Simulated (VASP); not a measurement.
A run of VASP 6.6.1 is set up as follows.

Contents of INCAR:

```
SYSTEM = CsLiCr2Te2S3
PREC     = Accurate       ! precision mode
ENCUT    = 520            ! plane-wave cutoff, eV
EDIFF    = 1E-6           ! SCF threshold, eV
ISMEAR   = -1             ! smearing method
SIGMA    = 0.05           ! smearing width, eV
LREAL    = .FALSE.        ! projectors in reciprocal space
LASPH    = .TRUE.         ! aspherical terms in the spheres
NELM     = 120            ! most SCF steps
ALGO     = Normal         ! electronic algorithm
ISIF     = 2              ! what is computed and relaxed
LWAVE    = .FALSE.        ! write WAVECAR
LCHARG   = .FALSE.        ! write CHGCAR
ISPIN    = 2              ! spin polarisation
MAGMOM   = 0 0 3 3 0 0 0 0 0 ! initial moments
LORBIT   = 11             ! projections on sites
LMAXMIX  = 4              ! l up to which the mixer works
GGA      = PE             ! functional
IVDW     = 2              ! dispersion correction
KPAR     = 4
```

Contents of KPOINTS:

```
regular mesh
0
G
  7 7 4
  0 0 0
```

Contents of POSCAR:

```
CsLiCr2Te2S3
1.0
    7.2895900000     -2.1043300000      0.0177200000
    7.2895900000      2.1043300000      0.0177200000
   -2.5331500000      0.0000000000      7.2810000000
Cs Li Cr Te S
1 1 2 2 3
Direct
    0.5000000000      0.5000000000      0.0000000000
    0.0000000000      0.0000000000      0.5000000000
    0.3287000000      0.3287000000      0.4330000000
    0.6713000000      0.6713000000      0.5670000000
    0.8067200000      0.8067200000      0.1742700000
    0.1932800000      0.1932800000      0.8257300000
    0.1635800000      0.1635800000      0.3971300000
    0.8364200000      0.8364200000      0.6028700000
    0.5000000000      0.5000000000      0.5000000000
```

Potentials or basis: VASP PAW PBE potentials, release 64 (Cs_sv, Li_sv, Cr_pv, Te, S).

Launch:

```console
$ cat potpaw_PBE.64/Cs_sv/POTCAR potpaw_PBE.64/Li_sv/POTCAR potpaw_PBE.64/Cr_pv/POTCAR potpaw_PBE.64/Te/POTCAR potpaw_PBE.64/S/POTCAR > POTCAR
$ mpirun -np 4 vasp_std > vasp.out
```

Predict the Hirshfeld charges.

Cs +0.21; Li +0.03; Cr +0.26; Te -0.03; S -0.18, -0.33 (each value once) e.

Predict the dispersion energy per atom.

-0.601 eV.

Estimate the largest force.

0.108 eV/Å.

What does it give for the net moment?

5.24 μB per cell.

What does it give for the site moments?

Cs +0.00; Li +0.00; Cr +2.84; Te -0.14; S -0.15, -0.04 (each value once) μB.

Forces on the atoms (eV/Å):
```
Cs   0.000  0.000  0.000
Li   0.000  0.000  0.000
Cr   0.101  0.000 -0.039
Cr  -0.101  0.000  0.039
Te  -0.020  0.000 -0.056
Te   0.020  0.000  0.056
S    0.022  0.000  0.048
S   -0.022  0.000 -0.048
S    0.000  0.000  0.000
```

Caveat: only a ferromagnetic start was run, and an antiferromagnetic order may lie lower in energy.
